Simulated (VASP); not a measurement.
# SrTa2O2 (P6/mmm) in VASP: further runs, part 2 of 2

VASP 6.6.1. The steps go on from the part before.

## Step 5: Single point, PBE

The input, INCAR:

```
PREC = Accurate ; ENCUT = 520
EDIFF = 1E-6 ; ISMEAR = 0
SIGMA = 0.1 ; LREAL = F
LASPH = T ; NELM = 100
ALGO = Normal ; ISIF = 2
LWAVE = F ; LCHARG = F
GGA = PE ; NBANDS = 30
```

The input, KPOINTS:

```
regular mesh
0
Gamma
  12 12 10
```

The input, POSCAR:

```
SrTa2O2
1.0
    5.0406021038      0.0000000000      0.0000000000
   -2.5203010519      4.3652894722      0.0000000000
    0.0000000000      0.0000000000      3.9713472734
Sr Ta O
1 2 2
Direct
    0.0000000000      0.0000000000      0.5000000000
    0.3333333333      0.6666666667      0.0000000000
    0.6666666667      0.3333333333      0.0000000000
    0.3333333333      0.6666666667      0.5000000000
    0.6666666667      0.3333333333      0.5000000000
```

Potentials or basis: VASP PAW PBE potentials, release 64 (Sr_sv, Ta_pv, O).

Started as:

```sh
$ cat potpaw_PBE.64/Sr_sv/POTCAR potpaw_PBE.64/Ta_pv/POTCAR potpaw_PBE.64/O/POTCAR > POTCAR
$ mpirun -np 1 vasp_std > vasp.out
```

OUTCAR:

```text
PREC = Accurate
   ENCUT = 520
   EDIFF = 1E-6
   ISMEAR = 0
   LREAL = F
   LASPH = T
   NELM = 100
   ISIF = 2
   GGA = PE

 ion  position               nearest neighbor table
   1  0.000  0.000  0.500-   4 2.91   5 2.91   4 2.91   5 2.91   5 2.91   4 2.91   2 3.52   3 3.52
                             2 3.52   3 3.52   3 3.52   2 3.52   3 3.52   2 3.52   3 3.52   2 3.52
   2  0.333  0.667  0.000-   4 1.99   4 1.99   3 2.91   3 2.91   3 2.91   1 3.52   1 3.52   1 3.52
                             1 3.52   1 3.52   1 3.52
   3  0.667  0.333  0.000-   5 1.99   5 1.99   2 2.91   2 2.91   2 2.91   1 3.52   1 3.52   1 3.52
                             1 3.52   1 3.52   1 3.52
   4  0.333  0.667  0.500-   2 1.99   2 1.99   1 2.91   1 2.91   1 2.91
   5  0.667  0.333  0.500-   3 1.99   3 1.99   1 2.91   1 2.91   1 2.91

  LATTYP: Found a hexagonal cell.
 ALAT       =     5.0406021038
 C/A-ratio  =     0.7878716057

  Lattice vectors:

 A1 = (   5.0406021038,   0.0000000000,   0.0000000000)
 A2 = (  -2.5203010519,   4.3652894722,   0.0000000000)
 A3 = (   0.0000000000,   0.0000000000,   3.9713472734)

Analysis of symmetry for initial positions (statically):
=====================================================================
 Subroutine PRICEL returns:
 Original cell was already a primitive cell.

 Routine SETGRP: Setting up the symmetry group for a
 hexagonal supercell.

 Subroutine GETGRP returns: Found 24 space group operations
 (whereof 24 operations were pure point group operations)
 out of a pool of 24 trial point group operations.

The static configuration has the point symmetry D_6h.

Analysis of symmetry for dynamics (positions and initial velocities):
=====================================================================
 Subroutine PRICEL returns:
 Original cell was already a primitive cell.

 Routine SETGRP: Setting up the symmetry group for a
 hexagonal supercell.

 Subroutine GETGRP returns: Found 24 space group operations
 (whereof 24 operations were pure point group operations)
 out of a pool of 24 trial point group operations.

The dynamic configuration has the point symmetry D_6h.

 Subroutine INISYM returns: Found 24 space group operations
 (whereof 24 operations are pure point group operations),
 and found     1 'primitive' translations

----------------------------------------------------------------------------------------

                                     Primitive cell

  volume of cell :      87.3843

  direct lattice vectors                    reciprocal lattice vectors
     5.040602104  0.000000000  0.000000000     0.198388998  0.114539941  0.000000000
    -2.520301052  4.365289472  0.000000000     0.000000000  0.229079883  0.000000000
     0.000000000  0.000000000  3.971347273     0.000000000  0.000000000  0.251803716

  length of vectors
     5.040602104  5.040602104  3.971347273     0.229079883  0.229079883  0.251803716

  position of ions in fractional coordinates (direct lattice)
     0.000000000  0.000000000  0.500000000
     0.333333333  0.666666667  0.000000000
     0.666666667  0.333333333  0.000000000
     0.333333333  0.666666667  0.500000000
     0.666666667  0.333333333  0.500000000

  ion indices of the primitive-cell ions
   primitive index   ion index
                 1           1
                 2           2
                 3           3
                 4           4
                 5           5

----------------------------------------------------------------------------------------

 KPOINTS: regular mesh

Automatic generation of k-mesh.
 Grid dimensions read from file:
 generate k-points for:   12   12   10

 Generating k-lattice:

  Cartesian coordinates                     Fractional coordinates (reciprocal lattice)
     0.016532416  0.009544995  0.000000000     0.083333333 -0.000000000  0.000000000
     0.000000000  0.019089990  0.000000000     0.000000000  0.083333333  0.000000000
     0.000000000  0.000000000  0.025180372     0.000000000  0.000000000  0.100000000

  Length of vectors
     0.019089990  0.019089990  0.025180372

  Shift w.r.t. Gamma in fractional coordinates (k-lattice)
     0.000000000  0.000000000  0.000000000

 Subroutine IBZKPT returns following result:
 ===========================================

 Found    114 irreducible k-points:

 Following reciprocal coordinates:
            Coordinates               Weight
  0.000000  0.000000  0.000000      1.000000
  0.083333  0.000000  0.000000      6.000000
  0.166667 -0.000000  0.000000      6.000000
  0.250000 -0.000000  0.000000      6.000000
  0.333333 -0.000000  0.000000      6.000000
  0.416667  0.000000  0.000000      6.000000
[... 16 lines left out ...]
  0.250000 -0.000000  0.100000     12.000000
  0.333333 -0.000000  0.100000     12.000000
 [... further k-points ...]
   k-points           NKPTS =    114   k-points in BZ     NKDIM =    114   number of bands    NBANDS=     30
   number of dos      NEDOS =    301   number of ions     NIONS =      5
   total plane-waves  NPLWV =  48000
   dimension x,y,z NGX =    40 NGY =   40 NGZ =   30
   dimension x,y,z NGXF=    80 NGYF=   80 NGZF=   60
   ions per type =               1   2   2
   NGX,Y,Z   is equivalent  to a cutoff of  13.19, 13.19, 12.56 a.u.
   NGXF,Y,Z  is equivalent  to a cutoff of  26.39, 26.39, 25.12 a.u.
 SYSTEM =  unknown system
   PREC   = accura    normal or accurate (medium, high low for compatibility)
   ISTART =      0    job   : 0-new  1-cont  2-samecut
   ICHARG =      2    charge: 1-file 2-atom 10-const
   ISPIN  =      1    spin polarized calculation?
   LNONCOLLINEAR =      F non collinear calculations
   LSORBIT =      F    spin-orbit coupling
   LASPH  =      T    aspherical Exc in radial PAW
   ENCUT  =  520.0 eV  38.22 Ry    6.18 a.u.   9.37  9.37  7.38*2*pi/ulx,y,z
   NELM   =    100;   NELMIN=  2; NELMDL= -5     # of ELM steps
   EDIFF  = 0.1E-05   stopping-criterion for ELM
   LREAL  =      F    real-space projection
[... 7 lines left out ...]
   TEBEG  =    0.0;   TEEND  =   0.0 temperature during run
   PSTRESS=    0.0 pullay stress
   NELECT =      44.0000    total number of electrons
   NUPDOWN=      -1.0000    fix difference up-down
   EMIN   =  10.00;   EMAX   =-10.00  energy-range for DOS
   EFERMI =   0.00;   METHOD = LEGACY
   ISMEAR =     0;   SIGMA  =   0.10  broadening in eV -4-tet -1-fermi 0-gaus
   EFERMI_NEDOS =   21; number of points for ismear=-14 and -15
   IALGO  =     38    algorithm
   IMIX   =      4    mixing-type and parameters
     AMIX     =   0.40;   BMIX     =  1.00
     AMIX_MAG =   1.60;   BMIX_MAG =  1.00
  volume/ion in A,a.u.               =      17.48       117.94
  Fermi-wavevector in a.u.,A,eV,Ry     =   1.302411  2.461199 23.079203  1.696274
  Thomas-Fermi vector in A             =   2.433480
   LORBIT       =      0    0 simple, 1 ext, 2 COOP (PROOUT), +10 PAW based schemes
   GGA     = PE    functional components
   LHFCALC =     F    Hartree Fock is set to
   AEXX    =    0.0000 exact exchange contribution
   IVDW    =     0    specifies the selected vdW correction
   LEPSILON=     F    determine dielectric tensor
   LRPA    =     F    only Hartree local field effects (RPA)
 non-spin polarized calculation
 Gauss-broadening in eV      SIGMA  =   0.10
  energy-cutoff  :      520.00
  volume of cell :       87.38
 maximum number of plane-waves:      2379
 NGX is ok and might be reduce to    40
   NGX = 19   NGY = 19   NGZ = 15

 number of electron      43.9999989 magnetization

 Free energy of the ion-electron system (eV)
  ---------------------------------------------------
  ext. energy  EPLUGINS =         0.00000000
  ---------------------------------------------------
  free energy    TOTEN  =       -42.35348864 eV

  energy without entropy =      -42.33140211  energy(sigma->0) =      -42.34244537

 E-fermi :   4.3049     XC(G=0): -10.8425

 val. band max:        4.2975023274   @ k =   0.4167   0.0000   0.2000
 cond. band min:       4.3056631904   @ k =   0.3333   0.1667   0.0000
 fundamental gap:      0.0081608630
 Fermi energy:         4.3048814638

 k-point     1 :       0.0000    0.0000    0.0000
  band No.  band energies     occupation
      1     -30.5980      2.00000
      2     -30.5063      2.00000
      3     -30.4927      2.00000
      4     -30.3691      2.00000
      5     -30.3691      2.00000
      6     -29.9288      2.00000
[... 781 lines left out ...]
     29       8.5273      0.00000
     30       8.9953      0.00000

 [... further k-points ...]
[... 5 lines left out ...]
  --------------------------------------------------------------------------------------
  -------------------------------------------------------------------------------------
  Total        0.0247371      0.0247371      0.4070813      0.0000000      0.0000000      0.0000000
  in kB        0.4535509      0.4535509      7.4637721      0.0000000      0.0000000      0.0000000
  external PRESSURE =       2.7902913 kB  Pullay stress =       0.0000000 kB

 VOLUME and BASIS-vectors are now :
 -----------------------------------------------------------------------------
  energy-cutoff  :      520.00
  volume of cell :       87.38
      direct lattice vectors                 reciprocal lattice vectors
     5.040602104  0.000000000  0.000000000     0.198388998  0.114539941  0.000000000
    -2.520301052  4.365289472  0.000000000     0.000000000  0.229079883  0.000000000
     0.000000000  0.000000000  3.971347273     0.000000000  0.000000000  0.251803716

 POSITION                                       TOTAL-FORCE (eV/Angst)
 -----------------------------------------------------------------------------------
      0.00000      0.00000      1.98567        -0.000000      0.000000      0.000000
     -0.00000      2.91019      0.00000        -0.000000      0.000000     -0.000000
      2.52030      1.45510      0.00000         0.000000     -0.000000      0.000000
     -0.00000      2.91019      1.98567         0.000000      0.000000      0.000000
      2.52030      1.45510      1.98567        -0.000000      0.000000      0.000000
 -----------------------------------------------------------------------------------
    total drift:                                0.000000     -0.000000     -0.000000

  FREE ENERGIE OF THE ION-ELECTRON SYSTEM (eV)
  ---------------------------------------------------
  free  energy   TOTEN  =       -42.3534886382 eV

  energy  without entropy=      -42.3314021085  energy(sigma->0) =      -42.34244537
```

Wall time 4.5 min (1 thread of AMD EPYC 7R13 (Zen 3), shared host); peak memory 0.38 GiB.

Results:

```yaml
Free_energy: -42.3535 eV
Pressure: 0.3 GPa
Band_gap_on_the_k_mesh: zero (bands 22 and 23 overlap by 1.56 eV)
```

Levels at points of the mesh, in eV from the Fermi level:
```csv
k point,band 18,band 19,band 20,band 21,band 22,band 23,band 24,band 25,band 26,band 27
"(0.00, 0.00, 0.00)",-3.70,-3.70,-0.20,-0.20,0.03,0.03,0.49,0.49,1.40,1.40
"(0.50, 0.00, 0.00)",-3.69,-2.21,-2.14,-0.98,-0.84,-0.81,0.09,1.23,2.34,2.48
"(0.00, 0.00, 0.50)",-4.45,-3.78,-0.99,-0.99,0.29,0.29,2.69,2.83,2.83,4.19
"(0.50, 0.00, 0.50)",-4.45,-2.87,-1.62,-0.96,-0.27,1.32,2.69,2.69,2.75,3.49
```

Caveat: spin-orbit coupling is left out, which moves the levels of the heavy elements.

## Step 6: The runs side by side

```csv
task,cell,k mesh,cutoff (eV),gap on the mesh (eV),pressure (GPa)
single point,"a = 5.048, b = 5.048, c = 3.966 Å, angles 90.0, 90.0, 120.0°, 5 atoms",6 × 6 × 4,520,none,0.4
single point,"a = 4.013, b = 4.013, c = 6.839 Å, angles 90.0, 90.0, 120.0°, 5 atoms",6 × 6 × 4,520,none,20.9
relaxation of cell and atoms,"relaxed from a = 4.013, b = 4.013, c = 6.839 Å, angles 90.0, 90.0, 120.0°, 5 atoms",6 × 6 × 4,600,none,-0.1
single point,"a = 5.041, b = 5.041, c = 3.971 Å, angles 90.0, 90.0, 120.0°, 5 atoms",12 × 12 × 10,520,none,0.3
```

Alike in all rows: level PBE; potentials or basis VASP PAW PBE potentials, release 64 (Sr_sv, Ta_pv, O); no spin polarisation; smearing gaussian 0.1 eV.

Caveats: some runs use coarse meshes; spin-orbit coupling is left out, which moves the levels of the heavy elements; the stress differs along the axes, from -11 to 37 GPa (at least some runs); a cell axis changed by over 15 % at a fixed basis, so the end point is rough (at least some runs).

Absolute energies hang on the potentials; compare differences alone.

The gap in the log of VASP goes by the Fermi energy; the results here count the filled bands.